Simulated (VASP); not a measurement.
# Na (a cell with a defect) in VASP: notebook

Runs on Na (a cell with a defect). Level: PBEsol. Tasks: single point.

All numbers are computed with VASP 6.6.1; they aren't measurements. Logs are shortened: lines on timing, memory, paths and dates and some standing lists are left out, and cuts for length are marked.

## 1. The cell of the first run

The cell holds a defect, 17 atoms: a = 8.460 Å, b = 8.460 Å, c = 8.460 Å, α = 90.00°, β = 90.00°, γ = 90.00°.

## 2. Single point, PBEsol

INCAR reads:

```
PREC = Accurate
ENCUT = 520
EDIFF = 1E-7
ISMEAR = -1
SIGMA = 0.1
LREAL = Auto
LASPH = True
NELM = 60
ALGO = Normal
ISIF = 2
LWAVE = False
LCHARG = False
GGA = PS
NBANDS = 74
```

KPOINTS reads:

```
Automatic mesh
0
Gamma
  2 2 2
```

POSCAR reads:

```
Na
1.0
    8.4600000000      0.0000000000      0.0000000000
    0.0000000000      8.4600000000      0.0000000000
    0.0000000000      0.0000000000      8.4600000000
Na
17
Direct
   -0.0200816258      0.0028265357      0.0297531864
    0.4932234092      0.0025514692      0.0076255928
    0.0157213159      0.5070382828     -0.0032080165
   -0.1009144313      0.0041587242      0.4286139209
    0.2390913953      0.2409303655      0.2749370468
    0.4981441524      0.4942629321      0.0323851166
    0.5060178882      0.0025078349      0.5025893188
    0.7435803594      0.2781200859      0.2314584722
    0.0026413491      0.5068537742      0.5171814541
    0.2432015721      0.7623305884      0.2740145781
    0.2993226806      0.2922121899      0.7632510049
    0.5194445068      0.4955292586      0.4861867974
    0.7372347911      0.7269525348      0.2321816850
    0.7535535769      0.2519989814      0.7584428511
    0.3211860100      0.6971224983      0.7650267250
    0.7495827055      0.7505837168      0.7587536261
    0.1263421445     -0.0173962728      0.6854133403
```

Potentials or basis: VASP PAW PBE potentials, release 64 (Na_pv).

The run is started by

```console
cat potpaw_PBE.64/Na_pv/POTCAR > POTCAR
mpirun -np 1 vasp_std > vasp.out
```

OUTCAR:

```text
PREC = Accurate
   ENCUT = 520
   EDIFF = 1E-7
   ISMEAR = -1
   LREAL = Auto
   LASPH = True
   NELM = 60
   ISIF = 2
   GGA = PS

 ion  position               nearest neighbor table
   1  0.980  0.003  0.030-
   2  0.493  0.003  0.008-
   3  0.016  0.507  0.997-
   4  0.899  0.004  0.429-
   5  0.239  0.241  0.275-
   6  0.498  0.494  0.032-
[... 9 lines left out ...]
  16  0.750  0.751  0.759-
  17  0.126  0.983  0.685-

  LATTYP: Found a simple cubic cell.
 ALAT       =     8.4600000000

  Lattice vectors:

 A1 = (   8.4600000000,   0.0000000000,   0.0000000000)
 A2 = (   0.0000000000,   8.4600000000,   0.0000000000)
 A3 = (   0.0000000000,   0.0000000000,   8.4600000000)

Analysis of symmetry for initial positions (statically):
=====================================================================
 Subroutine PRICEL returns:
 Original cell was already a primitive cell.

 Routine SETGRP: Setting up the symmetry group for a
 simple cubic supercell.

 Subroutine GETGRP returns: Found  1 space group operations
 (whereof  1 operations were pure point group operations)
 out of a pool of 48 trial point group operations.

The static configuration has the point symmetry C_1 .

Analysis of symmetry for dynamics (positions and initial velocities):
=====================================================================
 Subroutine PRICEL returns:
 Original cell was already a primitive cell.

 Routine SETGRP: Setting up the symmetry group for a
 simple cubic supercell.

 Subroutine GETGRP returns: Found  1 space group operations
 (whereof  1 operations were pure point group operations)
 out of a pool of 48 trial point group operations.

The dynamic configuration has the point symmetry C_1 .

 Subroutine INISYM returns: Found  1 space group operations
 (whereof  1 operations are pure point group operations),
 and found     1 'primitive' translations

----------------------------------------------------------------------------------------

                                     Primitive cell

  volume of cell :     605.4957

  direct lattice vectors                    reciprocal lattice vectors
     8.460000000  0.000000000  0.000000000     0.118203310  0.000000000  0.000000000
     0.000000000  8.460000000  0.000000000     0.000000000  0.118203310  0.000000000
     0.000000000  0.000000000  8.460000000     0.000000000  0.000000000  0.118203310

  length of vectors
     8.460000000  8.460000000  8.460000000     0.118203310  0.118203310  0.118203310

  position of ions in fractional coordinates (direct lattice)
     0.979918374  0.002826536  0.029753186
     0.493223409  0.002551469  0.007625593
     0.015721316  0.507038283  0.996791984
     0.899085569  0.004158724  0.428613921
     0.239091395  0.240930365  0.274937047
     0.498144152  0.494262932  0.032385117
[... 9 lines left out ...]
     0.749582706  0.750583717  0.758753626
     0.126342145  0.982603727  0.685413340

  ion indices of the primitive-cell ions
   primitive index   ion index
                 1           1
                 2           2
                 3           3
                 4           4
                 5           5
                 6           6
[... 9 lines left out ...]
                16          16
                17          17

----------------------------------------------------------------------------------------

 KPOINTS: Automatic mesh

Automatic generation of k-mesh.
 Grid dimensions read from file:
 generate k-points for:    2    2    2

 Generating k-lattice:

  Cartesian coordinates                     Fractional coordinates (reciprocal lattice)
     0.059101655  0.000000000  0.000000000     0.500000000  0.000000000  0.000000000
     0.000000000  0.059101655  0.000000000     0.000000000  0.500000000  0.000000000
     0.000000000  0.000000000  0.059101655     0.000000000  0.000000000  0.500000000

  Length of vectors
     0.059101655  0.059101655  0.059101655

  Shift w.r.t. Gamma in fractional coordinates (k-lattice)
     0.000000000  0.000000000  0.000000000

 Subroutine IBZKPT returns following result:
 ===========================================

 Found      8 irreducible k-points:

 Following reciprocal coordinates:
            Coordinates               Weight
  0.000000  0.000000  0.000000      1.000000
  0.500000  0.000000  0.000000      1.000000
  0.000000  0.500000  0.000000      1.000000
  0.000000  0.000000  0.500000      1.000000
  0.500000  0.500000  0.000000      1.000000
  0.000000  0.500000  0.500000      1.000000
  0.500000  0.000000  0.500000      1.000000
  0.500000  0.500000  0.500000      1.000000
   k-points           NKPTS =      8   k-points in BZ     NKDIM =      8   number of bands    NBANDS=     74
   number of dos      NEDOS =    301   number of ions     NIONS =     17
   total plane-waves  NPLWV = 262144
   dimension x,y,z NGX =    64 NGY =   64 NGZ =   64
   dimension x,y,z NGXF=   128 NGYF=  128 NGZF=  128
   ions per type =              17
   NGX,Y,Z   is equivalent  to a cutoff of  12.58, 12.58, 12.58 a.u.
   NGXF,Y,Z  is equivalent  to a cutoff of  25.15, 25.15, 25.15 a.u.
 SYSTEM =  unknown system
   PREC   = accura    normal or accurate (medium, high low for compatibility)
   ISTART =      0    job   : 0-new  1-cont  2-samecut
   ICHARG =      2    charge: 1-file 2-atom 10-const
   ISPIN  =      1    spin polarized calculation?
   LNONCOLLINEAR =      F non collinear calculations
   LSORBIT =      F    spin-orbit coupling
   LASPH  =      T    aspherical Exc in radial PAW
   ENCUT  =  520.0 eV  38.22 Ry    6.18 a.u.  15.73 15.73 15.73*2*pi/ulx,y,z
   NELM   =     60;   NELMIN=  2; NELMDL= -5     # of ELM steps
   EDIFF  = 0.1E-06   stopping-criterion for ELM
   LREAL  =      T    real-space projection
   EDIFFG = 0.1E-05   stopping-criterion for IOM
   NSW    =      0    number of steps for IOM
   IBRION =     -1    ionic relax: 0-MD 1-quasi-New 2-CG
   NFREE  =      0    steps in history (QN), initial steepest desc. (CG)
   ISIF   =      2    stress and relaxation
   ISYM   =      2    0-nonsym 1-usesym 2-fastsym
   POTIM  = 0.5000    time-step for ionic-motion
   TEBEG  =    0.0;   TEEND  =   0.0 temperature during run
   PSTRESS=    0.0 pullay stress
   NELECT =     119.0000    total number of electrons
   NUPDOWN=      -1.0000    fix difference up-down
   EMIN   =  10.00;   EMAX   =-10.00  energy-range for DOS
   EFERMI =   0.00;   METHOD = LEGACY
   ISMEAR =    -1;   SIGMA  =   0.10  broadening in eV -4-tet -1-fermi 0-gaus
   EFERMI_NEDOS =   21; number of points for ismear=-14 and -15
   IALGO  =     38    algorithm
   IMIX   =      4    mixing-type and parameters
     AMIX     =   0.40;   BMIX     =  1.00
     AMIX_MAG =   1.60;   BMIX_MAG =  1.00
  volume/ion in A,a.u.               =      35.62       240.36
  Fermi-wavevector in a.u.,A,eV,Ry     =   0.951817  1.798673 12.326274  0.905956
  Thomas-Fermi vector in A             =   2.080322
   LORBIT       =      0    0 simple, 1 ext, 2 COOP (PROOUT), +10 PAW based schemes
   GGA     = PS    functional components
   LHFCALC =     F    Hartree Fock is set to
   AEXX    =    0.0000 exact exchange contribution
   IVDW    =     0    specifies the selected vdW correction
   LEPSILON=     F    determine dielectric tensor
   LRPA    =     F    only Hartree local field effects (RPA)
 non-spin polarized calculation
  energy-cutoff  :      520.00
  volume of cell :      605.50
 maximum number of plane-waves:     16384
 NGX is ok and might be reduce to    64
   NGX = 31   NGY = 31   NGZ = 31

 number of electron     119.0000004 magnetization

 Free energy of the ion-electron system (eV)
  ---------------------------------------------------
  ext. energy  EPLUGINS =         0.00000000
  ---------------------------------------------------
  free energy    TOTEN  =       -23.14984242 eV

  energy without entropy =      -22.72943824  energy(sigma->0) =      -22.93964033

 E-fermi :   0.2101     XC(G=0):  -6.6012

 val. band max:        0.2084985048   @ k =   0.0000   0.5000   0.5000
 cond. band min:       0.2130321321   @ k =   0.5000   0.0000   0.5000
 fundamental gap:      0.0045336273
 Fermi energy:         0.2100883979

 k-point     1 :       0.0000    0.0000    0.0000
  band No.  band energies     occupation
      1     -24.6360      2.00000
      2     -24.6052      2.00000
      3     -24.5823      2.00000
      4     -24.5013      2.00000
      5     -24.4848      2.00000
      6     -24.4712      2.00000
[... 63 lines left out ...]
     70       1.6024      0.00000
     71       2.8925      0.00000

 k-point     2 :       0.5000    0.0000    0.0000
  band No.  band energies     occupation
      1     -24.6361      2.00000
      2     -24.6051      2.00000
      3     -24.5823      2.00000
      4     -24.5005      2.00000
      5     -24.4849      2.00000
      6     -24.4713      2.00000
[... 63 lines left out ...]
     70       1.9939      0.00000
     71       2.0074      0.00000

 k-point     3 :       0.0000    0.5000    0.0000
  band No.  band energies     occupation
      1     -24.6358      2.00000
      2     -24.6059      2.00000
      3     -24.5822      2.00000
      4     -24.5002      2.00000
      5     -24.4854      2.00000
      6     -24.4712      2.00000
[... 63 lines left out ...]
     70       2.0106      0.00000
     71       2.0579      0.00000

 k-point     4 :       0.0000    0.0000    0.5000
  band No.  band energies     occupation
      1     -24.6364      2.00000
      2     -24.6052      2.00000
      3     -24.5821      2.00000
      4     -24.4997      2.00000
      5     -24.4849      2.00000
      6     -24.4717      2.00000
[... 63 lines left out ...]
     70       1.9946      0.00000
     71       2.0602      0.00000

 k-point     5 :       0.5000    0.5000    0.0000
  band No.  band energies     occupation
      1     -24.6359      2.00000
      2     -24.6059      2.00000
      3     -24.5821      2.00000
      4     -24.5002      2.00000
      5     -24.4852      2.00000
      6     -24.4713      2.00000
[... 63 lines left out ...]
     70       2.5486      0.00000
     71       2.5982      0.00000

 k-point     6 :       0.0000    0.5000    0.5000
  band No.  band energies     occupation
      1     -24.6362      2.00000
      2     -24.6060      2.00000
      3     -24.5819      2.00000
      4     -24.4993      2.00000
      5     -24.4852      2.00000
      6     -24.4717      2.00000
[... 63 lines left out ...]
     70       2.4904      0.00000
     71       2.6171      0.00000

 k-point     7 :       0.5000    0.0000    0.5000
  band No.  band energies     occupation
      1     -24.6364      2.00000
      2     -24.6052      2.00000
      3     -24.5820      2.00000
      4     -24.5000      2.00000
      5     -24.4848      2.00000
      6     -24.4718      2.00000
[... 63 lines left out ...]
     70       2.5553      0.00000
     71       2.6065      0.00000

 k-point     8 :       0.5000    0.5000    0.5000
  band No.  band energies     occupation
      1     -24.6362      2.00000
      2     -24.6059      2.00000
      3     -24.5819      2.00000
      4     -24.4990      2.00000
      5     -24.4854      2.00000
      6     -24.4717      2.00000
[... 63 lines left out ...]
     70       2.5674      0.00000
     71       2.5897      0.00000
 [bands above 71 left out]

------------------------ aborting loop because EDIFF is reached ----------------------------------------

  FORCE on cell =-STRESS in cart. coord.  units (eV):
  Direction    XX          YY          ZZ          XY          YZ          ZX
  --------------------------------------------------------------------------------------
  -------------------------------------------------------------------------------------
  Total        1.6306438      1.7319819      1.8149675     -0.2526047     -0.0843976      0.9024093
  in kB        4.3147794      4.5829259      4.8025108     -0.6684068     -0.2233209      2.3878280
  external PRESSURE =       4.5667387 kB  Pullay stress =       0.0000000 kB

 VOLUME and BASIS-vectors are now :
 -----------------------------------------------------------------------------
  energy-cutoff  :      520.00
  volume of cell :      605.50
      direct lattice vectors                 reciprocal lattice vectors
     8.460000000  0.000000000  0.000000000     0.118203310  0.000000000  0.000000000
     0.000000000  8.460000000  0.000000000     0.000000000  0.118203310  0.000000000
     0.000000000  0.000000000  8.460000000     0.000000000  0.000000000  0.118203310

 POSITION                                       TOTAL-FORCE (eV/Angst)
 -----------------------------------------------------------------------------------
      8.29011      0.02391      0.25171         0.029972     -0.002861      0.008142
      4.17267      0.02159      0.06451        -0.002588      0.003168      0.012926
      0.13300      4.28954      8.43286         0.011022      0.004048      0.013871
      7.60626      0.03518      3.62607         0.012991      0.004272     -0.009704
      2.02271      2.03827      2.32597        -0.009489      0.010439      0.005311
      4.21430      4.18146      0.27398        -0.014054     -0.006908      0.016371
[... 9 lines left out ...]
      6.34147      6.34994      6.41906         0.011623      0.004333      0.002758
      1.06885      8.31283      5.79860         0.006570     -0.012847     -0.030821
 -----------------------------------------------------------------------------------
    total drift:                                0.000633      0.000519     -0.000371

  FREE ENERGIE OF THE ION-ELECTRON SYSTEM (eV)
  ---------------------------------------------------
  free  energy   TOTEN  =       -23.1498424186 eV

  energy  without entropy=      -22.7294382443  energy(sigma->0) =      -22.93964033
```

Wall time 4.3 min (1 thread of Intel Xeon Platinum 8488C (Sapphire Rapids), shared host); peak memory 0.63 GiB.

What came out:

* Free energy: -23.1498 eV
* Pressure: 0.5 GPa
* Largest force: 0.034 eV/Å
* Band gap on the k mesh: zero (an odd number of electrons rules out a gap without spin polarisation)

Forces on the atoms (eV/Å):
```
Na   0.030 -0.003  0.008
Na  -0.003  0.003  0.013
Na   0.011  0.004  0.014
Na   0.013  0.004 -0.010
Na  -0.009  0.010  0.005
Na  -0.014 -0.007  0.016
Na  -0.027  0.001  0.006
Na   0.008  0.011 -0.013
Na   0.001  0.002 -0.014
Na  -0.003 -0.014 -0.001
Na  -0.023 -0.003 -0.001
Na   0.007 -0.001  0.003
Na   0.000 -0.005 -0.009
Na   0.007 -0.001  0.004
Na  -0.017  0.006  0.006
Na   0.012  0.004  0.003
Na   0.007 -0.013 -0.031
```

Caveat: the k points lie up to 0.37 Å⁻¹ apart, too coarse for converged energies and pressures of a metal; the PAW data sets were made with another functional, which shifts forces and pressure a little.

(Continued in part 2 of 2.)
